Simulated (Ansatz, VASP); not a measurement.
# Two plane-wave programs on Hf

```
CELL_PARAMETERS angstrom
2.71719 0.00000 0.00000
-1.35860 2.35316 0.00000
0.00000 0.00000 5.05780
ATOMIC_POSITIONS crystal
Hf 0.33333 0.66667 0.25000
Hf 0.66667 0.33333 0.75000
```

Change from the starting cell: strain -0.1500 x Voigt [1, 1, 0, 0, 0, 0], atoms carried along.

Alike in both runs: task single point; functional PBE; k mesh 18 × 18 × 10; occupations gaussian, width 0.15 eV; no spin polarisation.

|  | VASP | Ansatz |
| --- | --- | --- |
| version | VASP 6.6.1 | Ansatz 0.2.0 |
| potentials or method | VASP PAW PBE potentials, release 64 (Hf_pv), cutoff 520 eV | scalar-relativistic, plane waves, PAW |
| valence electrons in the cell | 20 | 52 |

|  | VASP | Ansatz | Ansatz less VASP |
| --- | --- | --- | --- |
| gap on the k mesh at the Fermi level (eV) | none | none | - |
| pressure (GPa) | 58.4 | 59.0 | +0.63 |
| traceless stress, the component that is largest in VASP (GPa) | -13.44 | -13.32 | +0.120 |

A gap of «none» marks a metal or a gap that the smearing closes. Both programs put the cell under a high pressure, so it lies far from rest at this level. VASP's potentials hold 20 valence electrons a cell and Ansatz's 52, so a difference there can come from the potentials and not from the codes.

Neither program's run includes spin-orbit coupling.
